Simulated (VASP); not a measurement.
## Ti: single point with PBE+D3(BJ)+U

The system is Ti.

```
CELL_PARAMETERS angstrom
0.00000 2.06981 2.06981
2.06981 0.00000 2.06981
2.06981 2.06981 0.00000
ATOMIC_POSITIONS crystal
Ti 0.00000 0.00000 0.00000
```

This cell differs from its parent crystal: volume scaled by 1.06.

```
Program             : VASP 6.6.1
Task                : single point
Functional          : PBE
Dispersion          : D3(BJ)
Potentials or basis : VASP PAW PBE potentials, release 64 (Ti_sv)
Cutoff              : 520 eV
k mesh              : 11 × 11 × 11
Occupations         : methfessel-paxton, width 0.05 eV
Spin                : no spin polarisation
Hubbard terms       : Ti d U = 6.2 eV
```

```
Pressure                   : 7.0 GPa
Band gap on the k mesh     : zero (band 6 reaches 9.78 eV, above the bottom of band 7 at 8.46 eV)
Dispersion energy per atom : -0.589 eV
```

Levels at points of the mesh, in eV from the Fermi level:
| k point | band 2 | band 3 | band 4 | band 5 | band 6 | band 7 | band 8 | band 9 | band 10 | band 11 |
| --- | --- | --- | --- | --- | --- | --- | --- | --- | --- | --- |
| (0.00, 0.00, 0.00) | -34.37 | -34.37 | -34.37 | -6.88 | 1.00 | 1.00 | 1.00 | 3.23 | 3.23 | 14.37 |

Eigenvalues of the final occupation matrices:
```
    site  spin  trace               eigenvalues
site 1 d     1   0.81  0.10 0.10 0.20 0.20 0.20
site 1 d     2   0.81  0.10 0.10 0.20 0.20 0.20
```

It took 32 s on 1 thread of Intel(R) Xeon(R) Platinum 8488C (Sapphire Rapids), with other jobs on the host, peak memory 0.15 GiB.

Caveat: U without spin polarisation on a metal has little footing; pairwise dispersion overbinds metals, which lowers pressure and volume; the U is typed as a test and isn't derived for this compound.
